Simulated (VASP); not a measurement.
# Ru (P6_3/mmc) in VASP: a series of runs

The runs below take Ru through single point, with PBEsol.

Program: VASP 6.6.1. These are calculated values, not measurements. Logs are shortened: lines on timing, memory, paths and dates and some standing lists are left out, and cuts for length are marked.

### 1 The cell of the first run

Symmetry: P6_3/mmc, No. 194, hexagonal system. Conventional cell: a = 2.402 Å, b = 2.402 Å, c = 3.838 Å, α = 90.00°, β = 90.00°, γ = 120.00°. Within 3.1 Å of Ru (site symmetry -6m2) lie 12 Ru at 2.37 to 2.40 Å.

### 2 Single point, PBEsol

Input file INCAR:

```
SYSTEM = Ru
  PREC = Accurate
  ENCUT = 520
  EDIFF = 1E-6
  ISMEAR = -1
  SIGMA = 0.05
  LREAL = .FALSE.
  LASPH = .TRUE.
  NELM = 60
  ALGO = Normal
  ISIF = 2
  LWAVE = .FALSE.
  LCHARG = .TRUE.
  GGA = PS
  LELF = .TRUE.
  LVHAR = .TRUE.
  NBANDS = 21
```

Input file KPOINTS:

```
regular mesh
0
G
  18 18 10
  0 0 0
```

Input file POSCAR:

```
Ru
1.0
    2.4022562602      0.0000000000      0.0000000000
   -1.2011281301      2.0804149477      0.0000000000
    0.0000000000      0.0000000000      3.8375947298
Ru
2
Direct
    0.3333333333      0.6666666667      0.2500000000
    0.6666666667      0.3333333333      0.7500000000
```

Potentials or basis: VASP PAW PBE potentials, release 64 (Ru_pv).

Started as:

```sh
cat potpaw_PBE.64/Ru_pv/POTCAR > POTCAR
mpirun -np 1 vasp_std > vasp.out
```

OUTCAR:

```text
SYSTEM = Ru
   PREC = Accurate
   ENCUT = 520
   EDIFF = 1E-6
   ISMEAR = -1
   LREAL = .FALSE.
   LASPH = .TRUE.
   NELM = 60
   ISIF = 2
   GGA = PS

 ion  position               nearest neighbor table
   1  0.333  0.667  0.250-   2 2.37   2 2.37   2 2.37   2 2.37   2 2.37   2 2.37
   2  0.667  0.333  0.750-   1 2.37   1 2.37   1 2.37   1 2.37   1 2.37   1 2.37

  LATTYP: Found a hexagonal cell.
 ALAT       =     2.4022562602
 C/A-ratio  =     1.5974959847

  Lattice vectors:

 A1 = (   2.4022562602,   0.0000000000,   0.0000000000)
 A2 = (  -1.2011281301,   2.0804149477,   0.0000000000)
 A3 = (   0.0000000000,   0.0000000000,   3.8375947298)

Analysis of symmetry for initial positions (statically):
=====================================================================
 Subroutine PRICEL returns:
 Original cell was already a primitive cell.

 Routine SETGRP: Setting up the symmetry group for a
 hexagonal supercell.

 Subroutine GETGRP returns: Found 24 space group operations
 (whereof 12 operations were pure point group operations)
 out of a pool of 24 trial point group operations.

The static configuration has the point symmetry D_3d.
 The point group associated with its full space group is D_6h.

Analysis of symmetry for dynamics (positions and initial velocities):
=====================================================================
 Subroutine PRICEL returns:
 Original cell was already a primitive cell.

 Routine SETGRP: Setting up the symmetry group for a
 hexagonal supercell.

 Subroutine GETGRP returns: Found 24 space group operations
 (whereof 12 operations were pure point group operations)
 out of a pool of 24 trial point group operations.

The dynamic configuration has the point symmetry D_3d.
 The point group associated with its full space group is D_6h.

 Subroutine INISYM returns: Found 24 space group operations
 (whereof 12 operations are pure point group operations),
 and found     1 'primitive' translations

----------------------------------------------------------------------------------------

                                     Primitive cell

  volume of cell :      19.1791

  direct lattice vectors                    reciprocal lattice vectors
     2.402256260  0.000000000  0.000000000     0.416275323  0.240336670  0.000000000
    -1.201128130  2.080414948  0.000000000     0.000000000  0.480673339  0.000000000
     0.000000000  0.000000000  3.837594730     0.000000000  0.000000000  0.260579887

  length of vectors
     2.402256260  2.402256260  3.837594730     0.480673339  0.480673339  0.260579887

  position of ions in fractional coordinates (direct lattice)
     0.333333333  0.666666667  0.250000000
     0.666666667  0.333333333  0.750000000

  ion indices of the primitive-cell ions
   primitive index   ion index
                 1           1
                 2           2

----------------------------------------------------------------------------------------

 KPOINTS: regular mesh

Automatic generation of k-mesh.
 Grid dimensions read from file:
 generate k-points for:   18   18   10

 Generating k-lattice:

  Cartesian coordinates                     Fractional coordinates (reciprocal lattice)
     0.023126407  0.013352037  0.000000000     0.055555556  0.000000000  0.000000000
     0.000000000  0.026704074  0.000000000     0.000000000  0.055555556  0.000000000
     0.000000000  0.000000000  0.026057989     0.000000000  0.000000000  0.100000000

  Length of vectors
     0.026704074  0.026704074  0.026057989

  Shift w.r.t. Gamma in fractional coordinates (k-lattice)
     0.000000000  0.000000000  0.000000000

 Subroutine IBZKPT returns following result:
 ===========================================

 Found    222 irreducible k-points:

 Following reciprocal coordinates:
            Coordinates               Weight
  0.000000  0.000000  0.000000      1.000000
  0.055556  0.000000  0.000000      6.000000
  0.111111  0.000000  0.000000      6.000000
  0.166667  0.000000  0.000000      6.000000
  0.222222  0.000000  0.000000      6.000000
  0.277778  0.000000  0.000000      6.000000
[... 16 lines left out ...]
  0.333333  0.111111  0.000000     12.000000
  0.388889  0.111111  0.000000     12.000000
 [... further k-points ...]
   k-points           NKPTS =    222   k-points in BZ     NKDIM =    222   number of bands    NBANDS=     21
   number of dos      NEDOS =    301   number of ions     NIONS =      2
   total plane-waves  NPLWV =   9720
   dimension x,y,z NGX =    18 NGY =   18 NGZ =   30
   dimension x,y,z NGXF=    36 NGYF=   36 NGZF=   60
   ions per type =               2
   NGX,Y,Z   is equivalent  to a cutoff of  12.46, 12.46, 13.00 a.u.
   NGXF,Y,Z  is equivalent  to a cutoff of  24.91, 24.91, 25.99 a.u.
 SYSTEM =  Ru
   PREC   = accura    normal or accurate (medium, high low for compatibility)
   ISTART =      0    job   : 0-new  1-cont  2-samecut
   ICHARG =      2    charge: 1-file 2-atom 10-const
   ISPIN  =      1    spin polarized calculation?
   LNONCOLLINEAR =      F non collinear calculations
   LSORBIT =      F    spin-orbit coupling
   LASPH  =      T    aspherical Exc in radial PAW
   ENCUT  =  520.0 eV  38.22 Ry    6.18 a.u.   4.47  4.47  7.14*2*pi/ulx,y,z
   NELM   =     60;   NELMIN=  2; NELMDL= -5     # of ELM steps
   EDIFF  = 0.1E-05   stopping-criterion for ELM
   LREAL  =      F    real-space projection
   EDIFFG = 0.1E-04   stopping-criterion for IOM
   NSW    =      0    number of steps for IOM
   IBRION =     -1    ionic relax: 0-MD 1-quasi-New 2-CG
   NFREE  =      0    steps in history (QN), initial steepest desc. (CG)
   ISIF   =      2    stress and relaxation
   ISYM   =      2    0-nonsym 1-usesym 2-fastsym
   POTIM  = 0.5000    time-step for ionic-motion
   TEBEG  =    0.0;   TEEND  =   0.0 temperature during run
   PSTRESS=    0.0 pullay stress
   NELECT =      28.0000    total number of electrons
   NUPDOWN=      -1.0000    fix difference up-down
   EMIN   =  10.00;   EMAX   =-10.00  energy-range for DOS
   EFERMI =   0.00;   METHOD = LEGACY
   ISMEAR =    -1;   SIGMA  =   0.05  broadening in eV -4-tet -1-fermi 0-gaus
   EFERMI_NEDOS =   21; number of points for ismear=-14 and -15
   IALGO  =     38    algorithm
   IMIX   =      4    mixing-type and parameters
     AMIX     =   0.40;   BMIX     =  1.00
     AMIX_MAG =   1.60;   BMIX_MAG =  1.00
  volume/ion in A,a.u.               =       9.59        64.71
  Fermi-wavevector in a.u.,A,eV,Ry     =   1.857169  3.509540 46.927526  3.449076
  Thomas-Fermi vector in A             =   2.905893
   LORBIT       =      0    0 simple, 1 ext, 2 COOP (PROOUT), +10 PAW based schemes
   GGA     = PS    functional components
   LHFCALC =     F    Hartree Fock is set to
   AEXX    =    0.0000 exact exchange contribution
   IVDW    =     0    specifies the selected vdW correction
   LEPSILON=     F    determine dielectric tensor
   LRPA    =     F    only Hartree local field effects (RPA)
 non-spin polarized calculation
  energy-cutoff  :      520.00
  volume of cell :       19.18
 maximum number of plane-waves:       537
 NGX is ok and might be reduce to    18

 number of electron      28.0000006 magnetization

 Free energy of the ion-electron system (eV)
  ---------------------------------------------------
  ext. energy  EPLUGINS =         0.00000000
  ---------------------------------------------------
  free energy    TOTEN  =       -16.10814240 eV

  energy without entropy =      -16.09940185  energy(sigma->0) =      -16.10377213

 E-fermi :  20.1739     XC(G=0): -16.5375

 val. band max:       20.1593339738   @ k =   0.2778   0.0000   0.0000
 cond. band min:      20.1864678783   @ k =   0.1111   0.0556   0.4000
 fundamental gap:      0.0271339045
 Fermi energy:        20.1739491812

 k-point     1 :       0.0000    0.0000    0.0000
  band No.  band energies     occupation
      1     -25.5150      2.00000
      2     -22.7327      2.00000
      3     -22.7327      2.00000
      4     -22.2800      2.00000
      5     -22.2800      2.00000
      6     -22.1904      2.00000
[... 13 lines left out ...]
     20      30.2344      0.00000
     21      34.5275      0.00000

 k-point     2 :       0.0556    0.0000    0.0000
  band No.  band energies     occupation
      1     -25.4848      2.00000
      2     -22.8083      2.00000
      3     -22.7572      2.00000
      4     -22.3570      2.00000
      5     -22.2887      2.00000
      6     -22.2035      2.00000
[... 13 lines left out ...]
     20      30.2344      0.00000
     21      34.9122      0.00000

 k-point     3 :       0.1111    0.0000    0.0000
  band No.  band energies     occupation
      1     -25.3958      2.00000
      2     -23.0244      2.00000
      3     -22.8258      2.00000
      4     -22.5749      2.00000
      5     -22.3153      2.00000
      6     -22.2435      2.00000
[... 13 lines left out ...]
     20      30.2343      0.00000
     21      35.2117      0.00000

 k-point     4 :       0.1667    0.0000    0.0000
  band No.  band energies     occupation
      1     -25.2529      2.00000
      2     -23.3516      2.00000
      3     -22.9266      2.00000
      4     -22.8976      2.00000
      5     -22.3591      2.00000
      6     -22.3112      2.00000
[... 13 lines left out ...]
     20      30.2343      0.00000
     21      35.1076      0.00000

 k-point     5 :       0.2222    0.0000    0.0000
  band No.  band energies     occupation
      1     -25.0640      2.00000
      2     -23.7464      2.00000
      3     -23.2770      2.00000
      4     -23.0449      2.00000
      5     -22.4164      2.00000
      6     -22.4071      2.00000
[... 13 lines left out ...]
     20      30.2341      0.00000
     21      34.7631      0.00000
[... 382 lines left out ...]
     20      32.7266      0.00000
     21      34.3519      0.00000

 k-point    22 :       0.2778    0.1111    0.0000
  band No.  band energies     occupation
      1     -24.5310      2.00000
      2     -24.4941      2.00000
      3     -24.0902      2.00000
      4     -23.3439      2.00000
      5     -22.7204      2.00000
      6     -22.7079      2.00000
[... 13 lines left out ...]
     20      34.0688      0.00000
     21      34.4132      0.00000

 k-point    23 :       0.3333    0.1111    0.0000
  band No.  band energies     occupation
      1     -24.7781      2.00000
      2     -24.2980      2.00000
      3     -24.2847      2.00000
      4     -23.4823      2.00000
      5     -22.8804      2.00000
      6     -22.7730      2.00000
[... 13 lines left out ...]
     20      33.2070      0.00000
     21      34.9129      0.00000

 k-point    24 :       0.3889    0.1111    0.0000
  band No.  band energies     occupation
      1     -24.9607      2.00000
      2     -24.4109      2.00000
      3     -24.1072      2.00000
      4     -23.5707      2.00000
      5     -23.0233      2.00000
      6     -22.8153      2.00000
[... 13 lines left out ...]
     20      31.3750      0.00000
     21      35.0637      0.00000

 [... further k-points ...]

------------------------ aborting loop because EDIFF is reached ----------------------------------------

  FORCE on cell =-STRESS in cart. coord.  units (eV):
  Direction    XX          YY          ZZ          XY          YZ          ZX
  --------------------------------------------------------------------------------------
  -------------------------------------------------------------------------------------
  Total       29.5694055     29.5694055     29.5917043      0.0000000     -0.0000000     -0.0000000
  in kB     2470.1581913   2470.1581912   2472.0209840      0.0000000     -0.0000000     -0.0000000
  external PRESSURE =    2470.7791222 kB  Pullay stress =       0.0000000 kB

 VOLUME and BASIS-vectors are now :
 -----------------------------------------------------------------------------
  energy-cutoff  :      520.00
  volume of cell :       19.18
      direct lattice vectors                 reciprocal lattice vectors
     2.402256260  0.000000000  0.000000000     0.416275323  0.240336670  0.000000000
    -1.201128130  2.080414948  0.000000000     0.000000000  0.480673339  0.000000000
     0.000000000  0.000000000  3.837594730     0.000000000  0.000000000  0.260579887

 POSITION                                       TOTAL-FORCE (eV/Angst)
 -----------------------------------------------------------------------------------
     -0.00000      1.38694      0.95940        -0.000000      0.000000      0.000000
      1.20113      0.69347      2.87820         0.000000      0.000000      0.000000
 -----------------------------------------------------------------------------------
    total drift:                               -0.000000      0.000000     -0.000000

  FREE ENERGIE OF THE ION-ELECTRON SYSTEM (eV)
  ---------------------------------------------------
  free  energy   TOTEN  =       -16.1081423978 eV

  energy  without entropy=      -16.0994018534  energy(sigma->0) =      -16.10377213
```

Wall time 37 s (1 thread of AMD EPYC 9R45 (Zen 5), shared host); peak memory 0.15 GiB.

What came out:

```
Free energy            : -16.1081 eV
Pressure               : 247.1 GPa
Band gap on the k mesh : zero (band 14 reaches 22.81 eV, above the bottom of band 15 at 17.40 eV)
```

Levels at points of the mesh, in eV from the Fermi level:
| k point | band 10 | band 11 | band 12 | band 13 | band 14 | band 15 | band 16 | band 17 | band 18 | band 19 |
| --- | --- | --- | --- | --- | --- | --- | --- | --- | --- | --- |
| (0.00, 0.00, 0.00) | -4.42 | -4.23 | -3.25 | -3.25 | -2.24 | -2.24 | 1.90 | 1.90 | 2.12 | 10.05 |
| (0.50, 0.00, 0.00) | -4.98 | -3.24 | -2.37 | -2.10 | 2.64 | 3.35 | 3.35 | 6.69 | 9.41 | 10.06 |
| (0.00, 0.00, 0.50) | -4.62 | -4.62 | -4.62 | -3.75 | -3.75 | 0.97 | 0.97 | 0.97 | 0.97 | 10.06 |
| (0.50, 0.00, 0.50) | -7.57 | -1.78 | -1.78 | 0.93 | 0.93 | 3.06 | 3.06 | 5.41 | 5.41 | 10.06 |

Caveat: the PAW data sets were made with another functional, which shifts forces and pressure a little.

### 3 Single point, PBEsol

Input file INCAR:

```
PREC = Accurate
ENCUT = 520
EDIFF = 1E-6
ISMEAR = -1
SIGMA = 0.05
LREAL = F
LASPH = T
NELM = 60
ALGO = Normal
ISIF = 2
LWAVE = F
LCHARG = F
GGA = PS
NBANDS = 21
```

Input file KPOINTS:

```
Automatic mesh
0
Gamma
  18 18 10
```

POSCAR is that of step 2.

Potentials or basis: VASP PAW PBE potentials, release 64 (Ru_pv).

Started as:

```sh
cat potpaw_PBE.64/Ru_pv/POTCAR > POTCAR
mpirun -np 1 vasp_std > vasp.out
```

It took 34 s on 1 thread of AMD EPYC 9R45 (Zen 5), shared host; peak memory 0.15 GiB.

It converged, with:

```yaml
Free_energy: -16.1081 eV
Pressure: 247.1 GPa
Band_gap_on_the_k_mesh: zero (band 14 reaches 22.81 eV, above the bottom of band 15 at 17.40 eV)
```

Stress tensor (GPa, compression positive):
```
247.02   0.00   0.00
  0.00 247.02   0.00
  0.00   0.00 247.20
```

Levels at points of the mesh, in eV from the Fermi level:
| k point | band 12 | band 13 | band 14 | band 15 | band 16 | band 17 |
| --- | --- | --- | --- | --- | --- | --- |
| (0.00, 0.00, 0.00) | -3.25 | -3.25 | -2.24 | -2.24 | 1.90 | 1.90 |
| (0.50, 0.00, 0.00) | -2.37 | -2.10 | 2.64 | 3.35 | 3.35 | 6.69 |
| (0.00, 0.00, 0.50) | -4.62 | -3.75 | -3.75 | 0.97 | 0.97 | 0.97 |
| (0.50, 0.00, 0.50) | -1.78 | 0.93 | 0.93 | 3.06 | 3.06 | 5.41 |

Caveat: the PAW data sets were made with another functional, which shifts forces and pressure a little.

### 4 Single point, PBEsol

This run uses another cell than the first one, of 10.66 Å³/atom, 1.111 times its volume.

Input file INCAR:

```
ALGO = Normal
EDIFF = 1E-7
ENCUT = 520
GGA = PS
ISIF = 2
ISMEAR = -1
LASPH = T
LCHARG = F
LREAL = F
LWAVE = F
NBANDS = 21
NELM = 60
PREC = Accurate
SIGMA = 0.05
```

Input file KPOINTS:

```
k-points
0
Gamma
  18 18 10
```

Input file POSCAR:

```
Ru
1.0
    2.4905627832      0.0000000000      0.0000000000
   -1.2452813916      2.1568906399      0.0000000000
    0.0000000000      0.0000000000      3.9669824488
Ru
2
Direct
    0.3333333333      0.6666666667      0.2500000000
    0.6666666667      0.3333333333      0.7500000000
```

Started as:

```sh
cat potpaw_PBE.64/Ru_pv/POTCAR > POTCAR
mpirun -np 1 vasp_std > vasp.out
```

Wall time 42 s (1 thread of AMD EPYC 9R45 (Zen 5), shared host); peak memory 0.16 GiB.

It converged, with:

```yaml
Free_energy: -18.5691 eV
Pressure: 131.8 GPa
Band_gap_on_the_k_mesh: zero (band 14 reaches 19.88 eV, above the bottom of band 15 at 15.29 eV)
```

Stress tensor (GPa, compression positive):
```
131.78   0.00   0.00
  0.00 131.78   0.00
  0.00   0.00 131.98
```

Levels at points of the mesh, in eV from the Fermi level:
| k point | band 12 | band 13 | band 14 | band 15 | band 16 | band 17 |
| --- | --- | --- | --- | --- | --- | --- |
| (0.00, 0.00, 0.00) | -2.77 | -2.77 | -1.93 | -1.93 | 1.68 | 1.68 |
| (0.50, 0.00, 0.00) | -2.10 | -2.09 | 2.22 | 2.82 | 2.85 | 5.73 |
| (0.00, 0.00, 0.50) | -3.95 | -3.52 | -3.52 | 0.84 | 0.84 | 0.84 |
| (0.50, 0.00, 0.50) | -1.51 | 0.71 | 0.71 | 2.58 | 2.58 | 4.63 |

Caveat: the PAW data sets were made with another functional, which shifts forces and pressure a little.

### 5 Single point, PBEsol

This run uses another cell than the first one, of 11.72 Å³/atom, 1.222 times its volume.

Input file INCAR:

```
SYSTEM = Ru
PREC     = Accurate       ! precision mode
ENCUT    = 520            ! plane-wave cutoff, eV
EDIFF    = 1E-7           ! SCF threshold, eV
ISMEAR   = -1             ! smearing method
SIGMA    = 0.05           ! smearing width, eV
LREAL    = .False.        ! projectors in reciprocal space
LASPH    = .True.         ! aspherical terms in the spheres
NELM     = 80             ! most SCF steps
ALGO     = Normal         ! electronic algorithm
ISIF     = 2              ! what is computed and relaxed
LWAVE    = .False.        ! write WAVECAR
LCHARG   = .False.        ! write CHGCAR
GGA      = PS             ! functional
NBANDS   = 21             ! bands
```

Input file KPOINTS:

```
Automatic mesh
0
Gamma
  18 18 10
  0 0 0
```

Input file POSCAR:

```
Ru
1.0
    2.5733298344      0.0000000000      0.0000000000
   -1.2866649172      2.2285690089      0.0000000000
    0.0000000000      0.0000000000      4.0874931902
Ru
2
Direct
    0.3333333333      0.6666666667      0.2500000000
    0.6666666667      0.3333333333      0.7500000000
```

Started as:

```sh
cat potpaw_PBE.64/Ru_pv/POTCAR > POTCAR
mpirun -np 1 vasp_std > vasp.out
```

Run time: 42 s. Hardware: 1 thread of AMD EPYC 9R45 (Zen 5), shared host; peak memory 0.17 GiB.

It converged, with:

```
Free energy            : -19.8126 eV
Pressure               : 60.4 GPa
Band gap on the k mesh : zero (band 14 reaches 17.46 eV, above the bottom of band 15 at 13.52 eV)
```

Stress tensor (GPa, compression positive):
```
60.36  0.00  0.00
 0.00 60.36  0.00
 0.00  0.00 60.47
```

Levels at points of the mesh, in eV from the Fermi level:
| k point | band 10 | band 11 | band 12 | band 13 | band 14 | band 15 | band 16 | band 17 | band 18 | band 19 |
| --- | --- | --- | --- | --- | --- | --- | --- | --- | --- | --- |
| (0.00, 0.00, 0.00) | -3.25 | -3.07 | -2.39 | -2.39 | -1.69 | -1.69 | 1.45 | 1.48 | 1.48 | 10.14 |
| (0.50, 0.00, 0.00) | -3.73 | -2.53 | -2.02 | -1.86 | 1.88 | 2.41 | 2.46 | 5.00 | 7.31 | 10.15 |
| (0.00, 0.00, 0.50) | -3.44 | -3.44 | -3.44 | -3.23 | -3.23 | 0.72 | 0.72 | 0.72 | 0.72 | 10.15 |
| (0.50, 0.00, 0.50) | -5.65 | -1.31 | -1.31 | 0.57 | 0.57 | 2.20 | 2.20 | 4.06 | 4.06 | 10.15 |

Caveat: the PAW data sets were made with another functional, which shifts forces and pressure a little.

### 6 Overview

```csv
cell,gap on the mesh (eV),pressure (GPa)
"a = 2.402, b = 2.402, c = 3.838 Å, angles 90.0, 90.0, 120.0°, 2 atoms",none,247.1
"a = 2.491, b = 2.491, c = 3.967 Å, angles 90.0, 90.0, 120.0°, 2 atoms",none,131.8
"a = 2.573, b = 2.573, c = 4.087 Å, angles 90.0, 90.0, 120.0°, 2 atoms",none,60.4
```

Alike in all rows: task single point; level PBEsol; potentials or basis VASP PAW PBE potentials, release 64 (Ru_pv); no spin polarisation; k mesh 18 × 18 × 10; cutoff (eV) 520; smearing fermi-dirac 0.05 eV.

Caveats: the PAW data sets were made with another functional, which shifts forces and pressure a little.

Absolute energies hang on the potentials; compare differences alone.
